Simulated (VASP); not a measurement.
# CdTe (I-4m2) in VASP: further runs

CdTe is run at these levels: r2SCAN, PBE; tasks: single point.

All numbers are computed with VASP 6.6.1; they aren't measurements. Logs are shortened: lines on timing, memory, paths and dates and some standing lists are left out, and cuts for length are marked.

### 1 The cell of the first run

It takes space group I-4m2 (No. 119, tetragonal). Conventional cell: a = 4.639 Å, b = 4.639 Å, c = 6.232 Å, α = 90.00°, β = 90.00°, γ = 90.00°. Within 3.7 Å of Cd (site symmetry -4m2) lie 4 Te at 2.79 Å. Within 3.7 Å of Te (site symmetry -4m2) lie 4 Cd at 2.79 Å.

### 2 Single point, r2SCAN (uniaxial x strain -5.0%)

The input, POSCAR:

```
CdTe
1.0
    0.0000000000      3.2799551159      3.2799551159
    3.1159573601      0.0000000000      3.2799551159
    3.1159573601      3.2799551159      0.0000000000
Cd Te
1 1
Direct
    0.0000000000      0.0000000000      0.0000000000
    0.2500000000      0.2500000000      0.2500000000
```

The input, INCAR.step1:

```
PREC = Accurate
ENCUT = 520
ISMEAR = 0
SIGMA = 0.01
LREAL = F
LASPH = T
NELM = 100
NBANDS = 16
GGA = PE
ALGO = Normal
EDIFF = 1E-4
LWAVE = T
LCHARG = F
```

The input, INCAR.step2:

```
PREC = Accurate
ENCUT = 520
EDIFF = 1E-7
ISMEAR = 0
SIGMA = 0.01
LREAL = F
LASPH = T
NELM = 100
ALGO = Normal
ISIF = 2
LWAVE = F
LCHARG = F
METAGGA = R2SCAN
LMIXTAU = T
NBANDS = 16
ISTART = 1
```

The input, KPOINTS:

```
Automatic mesh
0
Gamma
  6 6 6
```

Potentials or basis: VASP PAW PBE potentials, release 64 (Cd, Te).

Run with:

```sh
cat potpaw_PBE.64/Cd/POTCAR potpaw_PBE.64/Te/POTCAR > POTCAR
cp INCAR.step1 INCAR
mpirun -np 1 vasp_std > vasp.out
cp INCAR.step2 INCAR
mpirun -np 1 vasp_std > vasp.out
```

OUTCAR:

```text
PREC = Accurate
   ENCUT = 520
   EDIFF = 1E-7
   ISMEAR = 0
   LREAL = F
   LASPH = T
   NELM = 100
   ISIF = 2
   METAGGA = R2SCAN
   ISTART = 1

 ion  position               nearest neighbor table
   1  0.000  0.000  0.000-   2 2.79   2 2.79   2 2.79   2 2.79
   2  0.250  0.250  0.250-   1 2.79   1 2.79   1 2.79   1 2.79

  LATTYP: Found a body centered tetragonal cell.
 ALAT       =     4.6385570089
 C/A-ratio  =     1.3435028843

  Lattice vectors:

 A1 = (  -3.1159573601,   0.0000000000,  -3.2799551159)
 A2 = (  -3.1159573601,   0.0000000000,   3.2799551159)
 A3 = (   3.1159573601,   3.2799551159,   0.0000000000)

Analysis of symmetry for initial positions (statically):
=====================================================================
 Subroutine PRICEL returns:
 Original cell was already a primitive cell.

 Routine SETGRP: Setting up the symmetry group for a
 body centered tetragonal supercell.

 Subroutine GETGRP returns: Found  8 space group operations
 (whereof  8 operations were pure point group operations)
 out of a pool of 16 trial point group operations.

The static configuration has the point symmetry D_2d.

Analysis of symmetry for dynamics (positions and initial velocities):
=====================================================================
 Subroutine PRICEL returns:
 Original cell was already a primitive cell.

 Routine SETGRP: Setting up the symmetry group for a
 body centered tetragonal supercell.

 Subroutine GETGRP returns: Found  8 space group operations
 (whereof  8 operations were pure point group operations)
 out of a pool of 16 trial point group operations.

The dynamic configuration has the point symmetry D_2d.

 Subroutine INISYM returns: Found  8 space group operations
 (whereof  8 operations are pure point group operations),
 and found     1 'primitive' translations

----------------------------------------------------------------------------------------

                                     Primitive cell

  volume of cell :      67.0436

  direct lattice vectors                    reciprocal lattice vectors
     0.000000000  3.279955116  3.279955116    -0.160464327  0.152441110  0.152441110
     3.115957360  0.000000000  3.279955116     0.160464327 -0.152441110  0.152441110
     3.115957360  3.279955116  0.000000000     0.160464327  0.152441110 -0.152441110

  length of vectors
     4.638557009  4.524079556  4.524079556     0.268747808  0.268747808  0.268747808

  position of ions in fractional coordinates (direct lattice)
     0.000000000  0.000000000  0.000000000
     0.250000000  0.250000000  0.250000000

  ion indices of the primitive-cell ions
   primitive index   ion index
                 1           1
                 2           2

----------------------------------------------------------------------------------------

 KPOINTS: Automatic mesh

Automatic generation of k-mesh.
 Grid dimensions read from file:
 generate k-points for:    6    6    6

 Generating k-lattice:

  Cartesian coordinates                     Fractional coordinates (reciprocal lattice)
    -0.026744054  0.025406852  0.025406852     0.166666667  0.000000000  0.000000000
     0.026744054 -0.025406852  0.025406852     0.000000000  0.166666667  0.000000000
     0.026744054  0.025406852 -0.025406852     0.000000000  0.000000000  0.166666667

  Length of vectors
     0.044791301  0.044791301  0.044791301

  Shift w.r.t. Gamma in fractional coordinates (k-lattice)
     0.000000000  0.000000000  0.000000000

 Subroutine IBZKPT returns following result:
 ===========================================

 Found     30 irreducible k-points:

 Following reciprocal coordinates:
            Coordinates               Weight
  0.000000  0.000000  0.000000      1.000000
  0.166667  0.000000  0.000000      8.000000
  0.333333  0.000000  0.000000      8.000000
  0.500000 -0.000000 -0.000000      4.000000
  0.166667  0.166667  0.000000      4.000000
  0.333333  0.166667 -0.000000     16.000000
[... 16 lines left out ...]
 -0.333333  0.500000  0.166667      4.000000
  0.333333 -0.333333  0.166667      8.000000
 [... further k-points ...]
   k-points           NKPTS =     30   k-points in BZ     NKDIM =     30   number of bands    NBANDS=     16
   number of dos      NEDOS =    301   number of ions     NIONS =      2
   total plane-waves  NPLWV =  46656
   dimension x,y,z NGX =    36 NGY =   36 NGZ =   36
   dimension x,y,z NGXF=    72 NGYF=   72 NGZF=   72
   ions per type =               1   1
   NGX,Y,Z   is equivalent  to a cutoff of  12.90, 13.23, 13.23 a.u.
   NGXF,Y,Z  is equivalent  to a cutoff of  25.80, 26.46, 26.46 a.u.
 SYSTEM =  unknown system
   PREC   = accura    normal or accurate (medium, high low for compatibility)
   ISTART =      1    job   : 0-new  1-cont  2-samecut
   ICHARG =      0    charge: 1-file 2-atom 10-const
   ISPIN  =      1    spin polarized calculation?
   LNONCOLLINEAR =      F non collinear calculations
[... 109 lines left out ...]
  band No.  band energies     occupation
      1      -9.2328      2.00000
      2      -6.3381      2.00000
      3      -6.3208      2.00000
      4      -6.2858      2.00000
      5      -6.0906      2.00000
      6      -6.0676      2.00000
[... 8 lines left out ...]
     15      11.9059      0.00000
     16      12.4207      0.00000

 k-point     6 :       0.3333    0.1667   -0.0000
  band No.  band energies     occupation
      1      -9.0565      2.00000
      2      -6.3085      2.00000
      3      -6.2843      2.00000
      4      -6.1292      2.00000
      5      -6.0683      2.00000
      6      -6.0079      2.00000
[... 8 lines left out ...]
     15      12.3176      0.00000
     16      12.8083      0.00000

 k-point     7 :       0.5000    0.1667   -0.0000
  band No.  band energies     occupation
      1      -8.9170      2.00000
      2      -6.2929      2.00000
      3      -6.2661      2.00000
      4      -6.0918      2.00000
      5      -6.0680      2.00000
      6      -5.6731      2.00000
[... 8 lines left out ...]
     15      12.7773      0.00000
     16      13.2067      0.00000

 k-point     8 :      -0.3333    0.1667    0.0000
  band No.  band energies     occupation
      1      -8.9479      2.00000
      2      -6.2978      2.00000
      3      -6.2790      2.00000
      4      -6.0885      2.00000
      5      -6.0759      2.00000
      6      -5.7540      2.00000
[... 8 lines left out ...]
     15      12.0029      0.00000
     16      13.3393      0.00000

 k-point     9 :      -0.1667    0.1667    0.0000
  band No.  band energies     occupation
      1      -9.1204      2.00000
      2      -6.3296      2.00000
      3      -6.3129      2.00000
      4      -6.1477      2.00000
      5      -6.0862      2.00000
      6      -6.0415      2.00000
[... 8 lines left out ...]
     15      11.8654      0.00000
     16      12.5433      0.00000
[... 172 lines left out ...]
 k-point    19 :       0.5000    0.3333    0.1667
  band No.  band energies     occupation
      1      -8.9194      2.00000
      2      -6.2747      2.00000
      3      -6.2483      2.00000
      4      -6.1182      2.00000
      5      -6.0671      2.00000
      6      -5.7497      2.00000
[... 8 lines left out ...]
     15      12.8750      0.00000
     16      14.1246      0.00000

 k-point    20 :      -0.3333    0.3333    0.1667
  band No.  band energies     occupation
      1      -8.8486      2.00000
      2      -6.2611      2.00000
      3      -6.2370      2.00000
      4      -6.1088      2.00000
      5      -6.0734      2.00000
      6      -5.5159      2.00000
[... 8 lines left out ...]
     15      13.5153      0.00000
     16      14.3272      0.00000

 k-point    21 :      -0.1667    0.3333    0.1667
  band No.  band energies     occupation
      1      -8.9085      2.00000
      2      -6.2715      2.00000
      3      -6.2540      2.00000
      4      -6.1347      2.00000
      5      -6.0599      2.00000
      6      -5.7033      2.00000
[... 8 lines left out ...]
     15      13.3954      0.00000
     16      14.3064      0.00000

 k-point    22 :       0.3333    0.5000    0.1667
  band No.  band energies     occupation
      1      -8.9210      2.00000
      2      -6.2727      2.00000
      3      -6.2516      2.00000
      4      -6.1181      2.00000
      5      -6.0676      2.00000
      6      -5.7444      2.00000
[... 8 lines left out ...]
     15      13.3247      0.00000
     16      14.1242      0.00000

 k-point    23 :      -0.3333    0.5000    0.1667
  band No.  band energies     occupation
      1      -8.8208      2.00000
      2      -6.2371      2.00000
      3      -6.2153      2.00000
      4      -6.1240      2.00000
      5      -6.0693      2.00000
      6      -5.4809      2.00000
[... 8 lines left out ...]
     15      14.2735      0.00000
     16      14.4541      0.00000

 k-point    24 :       0.3333   -0.3333    0.1667
  band No.  band energies     occupation
      1      -8.8563      2.00000
      2      -6.2634      2.00000
      3      -6.2358      2.00000
      4      -6.0998      2.00000
      5      -6.0758      2.00000
      6      -5.5377      2.00000
[... 8 lines left out ...]
     15      13.2141      0.00000
     16      13.7029      0.00000

 [... further k-points ...]
[... 5 lines left out ...]
  --------------------------------------------------------------------------------------
  -------------------------------------------------------------------------------------
  Total        1.1784275      0.8956859      0.8956859      0.0000000      0.0000000     -0.0000000
  in kB       28.1615234     21.4046927     21.4046927      0.0000000      0.0000000     -0.0000000
  external PRESSURE =      23.6569696 kB  Pullay stress =       0.0000000 kB

 VOLUME and BASIS-vectors are now :
 -----------------------------------------------------------------------------
  energy-cutoff  :      520.00
  volume of cell :       67.04
      direct lattice vectors                 reciprocal lattice vectors
     0.000000000  3.279955116  3.279955116    -0.160464327  0.152441110  0.152441110
     3.115957360  0.000000000  3.279955116     0.160464327 -0.152441110  0.152441110
     3.115957360  3.279955116  0.000000000     0.160464327  0.152441110 -0.152441110

 POSITION                                       TOTAL-FORCE (eV/Angst)
 -----------------------------------------------------------------------------------
      0.00000      0.00000      0.00000         0.000000      0.000000      0.000000
      1.55798      1.63998      1.63998        -0.000000     -0.000000     -0.000000
 -----------------------------------------------------------------------------------
    total drift:                               -0.000002     -0.000002     -0.000002

  FREE ENERGIE OF THE ION-ELECTRON SYSTEM (eV)
  ---------------------------------------------------
  free  energy   TOTEN  =       -46.6100091657 eV

  energy  without entropy=      -46.6100091657  energy(sigma->0) =      -46.61000917
```

Run time: 2.1 min. Hardware: 1 thread of Intel Xeon Platinum 8559C (Emerald Rapids), shared host; peak memory 0.23 GiB.

What came out:

```
Free energy            : -46.6100 eV
Pressure               : 2.4 GPa
Band gap on the k mesh : 1.21 eV, direct
```

Levels at points of the mesh, in eV from the valence-band top:
| k point | band 6 | band 7 | band 8 | band 9 | band 10 | band 11 | band 12 | band 13 |
| --- | --- | --- | --- | --- | --- | --- | --- | --- |
| (0.00, 0.00, 0.00) | -8.42 | -0.16 | -0.16 | 0.00 | 1.21 | 4.92 | 4.93 | 4.93 |
| (0.50, 0.00, 0.00) | -8.04 | -4.69 | -1.04 | -0.79 | 2.12 | 5.32 | 5.67 | 7.35 |
| (0.50, 0.50, 0.00) | -7.91 | -4.61 | -2.02 | -1.94 | 2.82 | 3.02 | 9.29 | 9.53 |
| (0.00, 0.50, 0.50) | -7.81 | -4.35 | -2.22 | -2.22 | 2.60 | 2.61 | 9.70 | 9.78 |

Caveat: the cell differs from its parent crystal (uniaxial x strain -5.0%); the PAW data sets were made with another functional, which shifts forces and pressure a little; spin-orbit coupling is left out, which moves the levels of the heavy elements.

### 3 Single point, r2SCAN (epitaxial xy strain -4.0%)

The input, POSCAR:

```
CdTe
1.0
    0.0000000000      3.1487569112      3.4485483051
    3.1487569112      0.0000000000      3.4485483051
    3.1487569112      3.1487569112      0.0000000000
Cd Te
1 1
Direct
    0.0000000000      0.0000000000      0.0000000000
    0.2500000000      0.2500000000      0.2500000000
```

The input, INCAR.step1:

```
SYSTEM = CdTe
PREC = Accurate
ENCUT = 520
ISMEAR = 0
SIGMA = 0.01
LREAL = .False.
LASPH = .True.
NELM = 100
NBANDS = 16
GGA = PE
ALGO = Normal
EDIFF = 1E-4
LWAVE = .True.
LCHARG = .False.
```

The input, INCAR.step2:

```
SYSTEM = CdTe
PREC = Accurate
ENCUT = 520
EDIFF = 1E-6
ISMEAR = 0
SIGMA = 0.01
LREAL = .False.
LASPH = .True.
NELM = 100
ALGO = Normal
ISIF = 2
LWAVE = .False.
LCHARG = .True.
METAGGA = R2SCAN
LMIXTAU = .True.
LELF = .True.
LVHAR = .True.
NBANDS = 16
ISTART = 1
```

The input, KPOINTS:

```
Automatic mesh
0
Gamma
  6 6 6
  0 0 0
```

Potentials or basis: VASP PAW PBE potentials, release 64 (Cd, Te).

Run with:

```sh
cat potpaw_PBE.64/Cd/POTCAR potpaw_PBE.64/Te/POTCAR > POTCAR
cp INCAR.step1 INCAR
mpirun -np 1 vasp_std > vasp.out
cp INCAR.step2 INCAR
mpirun -np 1 vasp_std > vasp.out
```

Run time: 86 s. Hardware: 1 thread of Intel Xeon Platinum 8559C (Emerald Rapids), shared host; peak memory 0.23 GiB.

Results (log left out):

| Property | Result |
| --- | --- |
| Free energy | -46.6096 eV |
| Pressure | 1.3 GPa |
| Band gap on the k mesh | 1.11 eV, direct |

Stress tensor (GPa, compression positive):
```
1.92 0.00 0.00
0.00 1.92 0.00
0.00 0.00 0.13
```

Levels at points of the mesh, in eV from the valence-band top:
```
           k point  band 5  band 6  band 7  band 8  band 9  band 10  band 11  band 12  band 13  band 14
(0.00, 0.00, 0.00)   -8.38   -8.38   -0.36    0.00    0.00     1.11     4.95     4.95     4.99     7.80
(0.50, 0.00, 0.00)   -8.37   -8.01   -4.56   -1.13   -0.65     2.03     5.32     5.77     7.36     9.01
(0.50, 0.50, 0.00)   -8.36   -7.97   -4.72   -1.72   -1.72     3.06     3.36     8.82     9.68     9.68
(0.50, 0.00, 0.50)   -8.35   -7.81   -4.27   -2.18   -2.04     2.65     2.66     9.10     9.42     9.60
```

Caveat: the cell differs from its parent crystal (epitaxial xy strain -4.0%); the PAW data sets were made with another functional, which shifts forces and pressure a little; spin-orbit coupling is left out, which moves the levels of the heavy elements.

### 4 Single point, PBE (uniaxial x strain -5.0%)

The input, INCAR:

```
SYSTEM = CdTe
PREC = Accurate
ENCUT = 500
EDIFF = 1E-6
ISMEAR = 0
SIGMA = 0.01
LREAL = .False.
LASPH = .True.
NELM = 120
ALGO = Normal
ISIF = 2
LWAVE = .False.
LCHARG = .False.
GGA = PE
NBANDS = 16
GGA_COMPAT = .False.
```

The input, KPOINTS:

```
Automatic mesh
0
Gamma
  4 4 4
  0 0 0
```

The input, POSCAR:

```
CdTe
1.0
    0.0000000000      3.2799551159      3.2799551159
    3.1159573601      0.0000000000      3.2799551159
    3.1159573601      3.2799551159      0.0000000000
Cd Te
1 1
Direct
    0.0000000000      0.0000000000      0.0000000000
    0.2500000000      0.2500000000      0.2500000000
```

Run with:

```sh
cat potpaw_PBE.64/Cd/POTCAR potpaw_PBE.64/Te/POTCAR > POTCAR
mpirun -np 1 vasp_std > vasp.out
```

It took 32 s on 1 thread of Intel Xeon Platinum 8488C (Sapphire Rapids), shared host; peak memory 0.21 GiB.

It converged, with:

| Quantity | Value |
| --- | --- |
| Free energy | -4.6874 eV |
| Pressure | 3.6 GPa |
| Band gap on the k mesh | 0.69 eV, direct |

Stress tensor (GPa, compression positive):
```
4.04 0.00 0.00
0.00 3.42 0.00
0.00 0.00 3.42
```

Levels at points of the mesh, in eV from the valence-band top:
| k point | band 6 | band 7 | band 8 | band 9 | band 10 | band 11 | band 12 | band 13 |
| --- | --- | --- | --- | --- | --- | --- | --- | --- |
| (0.00, 0.00, 0.00) | -8.20 | -0.16 | -0.16 | 0.00 | 0.69 | 4.48 | 4.49 | 4.49 |
| (0.50, 0.00, 0.00) | -7.83 | -4.62 | -1.02 | -0.78 | 1.70 | 4.92 | 5.25 | 7.00 |
| (0.50, 0.50, 0.00) | -7.72 | -4.57 | -1.98 | -1.90 | 2.53 | 2.69 | 8.67 | 8.85 |
| (0.00, 0.50, 0.50) | -7.63 | -4.32 | -2.17 | -2.17 | 2.29 | 2.33 | 9.06 | 9.09 |

Caveat: the k points lie up to 0.42 Å⁻¹ apart; the cell differs from its parent crystal (uniaxial x strain -5.0%); spin-orbit coupling is left out, which moves the levels of the heavy elements.

### 5 Single point, PBE (epitaxial xy strain -4.0%)

The input, INCAR:

```
ALGO = Normal ; EDIFF = 1E-6
ENCUT = 500 ; GGA = PE
GGA_COMPAT = F ; ISIF = 2
ISMEAR = 0 ; LASPH = T
LCHARG = F ; LREAL = F
LWAVE = F ; NBANDS = 16
NELM = 120 ; PREC = Accurate
SIGMA = 0.01
```

The input, KPOINTS:

```
k-points
0
Gamma
  4 4 4
```

The input, POSCAR:

```
CdTe
1.0
    0.0000000000      3.1487569112      3.4485483051
    3.1487569112      0.0000000000      3.4485483051
    3.1487569112      3.1487569112      0.0000000000
Cd Te
1 1
Direct
    0.0000000000      0.0000000000      0.0000000000
    0.2500000000      0.2500000000      0.2500000000
```

Run with:

```sh
cat potpaw_PBE.64/Cd/POTCAR potpaw_PBE.64/Te/POTCAR > POTCAR
mpirun -np 1 vasp_std > vasp.out
```

It took 27 s on 1 thread of Intel Xeon Platinum 8488C (Sapphire Rapids), shared host; peak memory 0.19 GiB.

It converged, with:

```yaml
Free_energy: -4.6986 eV
Pressure: 2.6 GPa
Band_gap_on_the_k_mesh: 0.60 eV, direct
```

Stress tensor (GPa, compression positive):
```
3.12 0.00 0.00
0.00 3.12 0.00
0.00 0.00 1.45
```

Levels at points of the mesh, in eV from the valence-band top:
| k point | band 6 | band 7 | band 8 | band 9 | band 10 | band 11 | band 12 | band 13 |
| --- | --- | --- | --- | --- | --- | --- | --- | --- |
| (0.00, 0.00, 0.00) | -8.15 | -0.36 | 0.00 | 0.00 | 0.60 | 4.51 | 4.51 | 4.54 |
| (0.50, 0.00, 0.00) | -7.81 | -4.50 | -1.11 | -0.64 | 1.61 | 4.91 | 5.35 | 7.00 |
| (0.50, 0.50, 0.00) | -7.77 | -4.68 | -1.68 | -1.68 | 2.75 | 3.00 | 8.23 | 8.97 |
| (0.50, 0.00, 0.50) | -7.62 | -4.24 | -2.13 | -2.00 | 2.33 | 2.38 | 8.47 | 8.80 |

Caveat: the cell differs from its parent crystal (epitaxial xy strain -4.0%); spin-orbit coupling is left out, which moves the levels of the heavy elements.

### 6 Overview

| level | cell | k mesh | cutoff (eV) | gap on the mesh (eV) | pressure (GPa) |
| --- | --- | --- | --- | --- | --- |
| r2SCAN | a = 4.639, b = 4.524, c = 4.524 Å, angles 61.7, 59.2, 59.2°, 2 atoms | 6 × 6 × 6 | 520 | 1.21 | 2.4 |
| r2SCAN | a = 4.670, b = 4.670, c = 4.453 Å, angles 61.5, 61.5, 57.0°, 2 atoms | 6 × 6 × 6 | 520 | 1.11 | 1.3 |
| PBE | a = 4.639, b = 4.524, c = 4.524 Å, angles 61.7, 59.2, 59.2°, 2 atoms | 4 × 4 × 4 | 500 | 0.69 | 3.6 |
| PBE | a = 4.670, b = 4.670, c = 4.453 Å, angles 61.5, 61.5, 57.0°, 2 atoms | 4 × 4 × 4 | 500 | 0.60 | 2.6 |

Alike in all rows: task single point; potentials or basis VASP PAW PBE potentials, release 64 (Cd, Te); no spin polarisation; smearing gaussian 0.01 eV.

Caveats: some runs use coarse meshes; spin-orbit coupling is left out, which moves the levels of the heavy elements; the PAW data sets were made with another functional, which shifts forces and pressure a little (some runs).

Total energies depend on the potentials used, so only differences within one code and one set of settings carry meaning.
